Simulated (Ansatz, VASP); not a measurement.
**Pt in VASP and in Ansatz**

```xyz
1
Lattice="0.0000 1.8600 1.8600 1.8600 0.0000 1.8600 1.8600 1.8600 0.0000" Properties=species:S:1:pos:R:3 pbc="T T T"
Pt    0.0000    0.0000    0.0000
```

Change from the starting cell: strain -0.050 along x and y, -0.050 along z, atoms carried along.

Alike in both runs: task single point; functional PBEsol; k mesh 20 × 20 × 20; occupations gaussian, width 0.15 eV; no spin polarisation.

|  | VASP | Ansatz |
| --- | --- | --- |
| version | VASP 6.6.1 | Ansatz 0.2.0 |
| potentials or method | VASP PAW PBE potentials, release 64 (Pt), cutoff 520 eV | scalar-relativistic, plane waves, PAW |
| valence electrons in the cell | 10 | 18 |

VASP gave:

* gap on the k mesh at the Fermi level (eV): none
* pressure (GPa): 67.5

What did Ansatz give for the same quantities?

gap on the k mesh at the Fermi level (eV): none; pressure (GPa): 67.6.

VASP's potentials were made for PBE, not for PBEsol. A gap of «none» marks a metal or a gap that the smearing closes. Both programs put the cell under a high pressure, so it lies far from rest at this level. With one functional, cell and mesh, what is left measures potentials, basis and numerics. VASP's potentials hold 10 valence electrons a cell and Ansatz's 18, so a difference there can come from the potentials and not from the codes.

Spin-orbit coupling is off throughout. Noted on VASP's run: the cell as given lies far from equilibrium.
